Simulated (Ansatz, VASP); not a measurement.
**One calculation of Ga, two programs**

Contents of INCAR:

```
ALGO = Normal
EDIFF = 1E-8
ENCUT = 520
GGA = PE
ISIF = 2
ISMEAR = -1
LASPH = True
LCHARG = False
LEFG = True
LREAL = False
LWAVE = False
NBANDS = 20
NELM = 100
PREC = Accurate
SIGMA = 0.03
```

Contents of KPOINTS:

```
k-points
0
Gamma
  14 14 11
```

File POSCAR:

```
Ga
1.0
    1.3830000000     -4.0265000000      0.0000000000
    1.3830000000      4.0265000000      0.0000000000
   -0.1174500000      0.0000000000      3.3965286000
Ga
2
Direct
    0.8690000000      0.1310000000      0.2500000000
    0.1310000000      0.8690000000      0.7500000000
```

Input for Ansatz:

```yaml
crystal:
  lattice:
    - [1.383, -4.0265, 0.0]
    - [1.383, 4.0265, 0.0]
    - [-0.11745, 0.0, 3.3965286]
  atoms:
    - { symbol: Ga, position: [0.869, 0.131, 0.25] }
    - { symbol: Ga, position: [0.131, 0.869, 0.75] }
kpoints:
  mp_grid: { grid: [14, 14, 11] }
scf:
  occupations: { method: fermi_dirac, width: 0.03 }
hamiltonian:
  xc: pbe
  pseudopotentials: { kind: all_electron, datasets: crystal }
output:
  forces: true
  stress: true
  eigenvalues: true
  efg: { contact_densities: true }
```

Change from the starting cell: zz strain of +2 %, crystal datasets.

Alike in both runs: task electric field gradients; functional PBE; k mesh 14 × 14 × 11; occupations fermi-dirac, width 0.03 eV; no spin polarisation.

```csv
,VASP,Ansatz
version,VASP 6.6.1,Ansatz 0.2.0
potentials or method,"VASP PAW PBE potentials, release 64 (Ga_d), cutoff 520 eV","all-electron PAW with datasets made for the crystal, scalar-relativistic"
```

```csv
,VASP,Ansatz,Ansatz less VASP
pressure (GPa),0.8,0.7,-0.09
"traceless stress, the component that is largest in VASP (GPa)",-0.91,-0.88,+0.023
rms of the force components (eV/Å),0.089,0.088,-0.0010
size of Vzz on the site where it differs most (V/Å²),25.8,27.7,+1.85
```

Atom by atom the forces differ by 0.001 eV/Å (rms over components). Ansatz ran all-electron here, and VASP with PAW potentials.
